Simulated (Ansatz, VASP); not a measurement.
## Two plane-wave programs on Mg2Si3N3

File INCAR:

```
PREC = Accurate
ENCUT = 600
EDIFF = 1E-7
ISMEAR = 0
SIGMA = 0.2
LREAL = F
LASPH = T
NELM = 120
ALGO = Normal
ISIF = 3
LWAVE = F
LCHARG = F
GGA = PE
IBRION = 2
NSW = 36
EDIFFG = -0.08
GGA_COMPAT = F
NELMIN = 4
```

Contents of KPOINTS:

```
regular mesh
0
Gamma
  6 6 2
```

File POSCAR:

```
Mg2Si3N3
1.0
    3.1000000000      0.0000000000      0.0000000000
   -1.5500000000      2.6846787500      0.0000000000
    0.0000000000      0.0000000000     12.6000000000
Mg Si N
2 3 3
Direct
    0.6666666700      0.3333333300      0.9050000000
    0.3333333300      0.6666666700      0.0950000000
    0.3333333300      0.6666666700      0.6710000000
    0.6666666700      0.3333333300      0.3290000000
    0.0000000000      0.0000000000      0.5000000000
    0.3333333300      0.6666666700      0.8100000000
    0.6666666700      0.3333333300      0.1900000000
    0.0000000000      0.0000000000      0.0000000000
```

Input for Ansatz:

```yaml
crystal:
  lattice:
    - [3.1, 0.0, 0.0]
    - [-1.55, 2.68467875, 0.0]
    - [0.0, 0.0, 12.6]
  atoms:
    - { symbol: Mg, position: [0.66666667, 0.33333333, 0.905] }
    - { symbol: Mg, position: [0.33333333, 0.66666667, 0.095] }
    - { symbol: Si, position: [0.33333333, 0.66666667, 0.671] }
    - { symbol: Si, position: [0.66666667, 0.33333333, 0.329] }
    - { symbol: Si, position: [0.0, 0.0, 0.5] }
    - { symbol: "N", position: [0.33333333, 0.66666667, 0.81] }
    - { symbol: "N", position: [0.66666667, 0.33333333, 0.19] }
    - { symbol: "N", position: [0.0, 0.0, 0.0] }
basis:
  ecutwfc: 420
kpoints:
  mp_grid: { grid: [6, 6, 2] }
hamiltonian:
  xc: pbe
scf:
  occupations: { method: gaussian, width: 0.2 }
  lower_state_search: "off"
output:
  forces: true
  stress: true
  eigenvalues: true
relax:
  adjacent_minimum: "off"
  f_tol: 0.08
  max_steps: 16
  cell: { stress_tol: 0.8 }
```

Alike in both runs: task relaxation of cell and atoms; functional PBE; k mesh 6 × 6 × 2; occupations gaussian, width 0.2 eV; no spin polarisation.

|  | VASP | Ansatz |
| --- | --- | --- |
| version | VASP 6.6.1 | Ansatz 0.2.0 |
| potentials or method | VASP PAW PBE potentials, release 64 (Mg, Si, N), cutoff 600 eV | scalar-relativistic, plane waves, PAW |
| valence electrons in the cell | 31 | 47 |

|  | VASP | Ansatz | Ansatz less VASP |
| --- | --- | --- | --- |
| gap on the k mesh at the Fermi level, each at its own relaxed structure (eV) | none | none | - |
| relaxed volume (Å³/atom) | 13.27 | 13.12 | -0.151 |
| relaxed cell length with the largest relative difference (Å) | 10.961 | 11.126 | +0.1641 |

A gap of «none» marks a metal or a gap that the smearing closes. VASP's potentials hold 31 valence electrons a cell and Ansatz's 47, so a difference there can come from the potentials and not from the codes.

The k mesh is coarse, so the values compare programs but aren't converged.
